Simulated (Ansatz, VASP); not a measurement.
# Ti in VASP and in Ansatz

Contents of INCAR:

```
SYSTEM = Ti
  PREC = Accurate
  ENCUT = 520
  EDIFF = 1E-7
  ISMEAR = 0
  SIGMA = 0.1
  LREAL = .False.
  LASPH = .True.
  NELM = 150
  ALGO = Normal
  ISIF = 2
  LWAVE = .False.
  LCHARG = .True.
  ISPIN = 2
  MAGMOM = 1
  LORBIT = 11
  LMAXMIX = 4
  GGA = PE
  LELF = .True.
  LVHAR = .True.
  NBANDS = 16
```

File KPOINTS:

```
regular mesh
0
Gamma
  8 8 8
  0 0 0
```

The input POSCAR:

```
Ti
1.0
   -1.4604666223      1.4604666223      2.0437899526
    1.4604666223     -1.4604666223      2.0437899526
    1.4604666223      1.4604666223     -2.0437899526
Ti
1
Direct
    0.5000000000      0.5000000000      0.0000000000
```

Input for Ansatz:

```yaml
crystal:
  lattice:
    - [-1.4604666223, 1.4604666223, 2.0437899526]
    - [1.4604666223, -1.4604666223, 2.0437899526]
    - [1.4604666223, 1.4604666223, -2.0437899526]
  atoms:
    - { symbol: Ti, position: [0.5, 0.5, 0.0], spin: 1.0 }
basis:
  ecutwfc: 420
kpoints:
  mp_grid: { grid: [8, 8, 8] }
hamiltonian:
  xc: pbe
scf:
  occupations: { method: gaussian, width: 0.1 }
  lower_state_search: "off"
output:
  forces: true
  stress: true
  eigenvalues: true
  populations: true
magnetization:
  spin_polarized: true
```

Alike in both runs: task single point; functional PBE; k mesh 8 × 8 × 8; occupations gaussian, width 0.1 eV; collinear spin.

|  | VASP | Ansatz |
| --- | --- | --- |
| version | VASP 6.6.1 | Ansatz 0.2.0 |
| potentials or method | VASP PAW PBE potentials, release 64 (Ti_sv), cutoff 520 eV | scalar-relativistic, plane waves, PAW |
| valence electrons in the cell | 12 | 12 |

```tsv
	VASP	Ansatz	Ansatz less VASP
gap on the k mesh at the Fermi level (eV)	none	none	-
pressure (GPa)	-0.5	-0.3	+0.24
traceless stress, the component that is largest in VASP (GPa)	0.42	0.42	-0.001
net moment per atom (μB)	0.00	0.00	0.000
```

A gap of «none» marks a metal or a gap that the smearing closes. Ansatz's warnings: seeded moment not kept.

The k mesh is coarse, so the values compare programs but aren't converged.
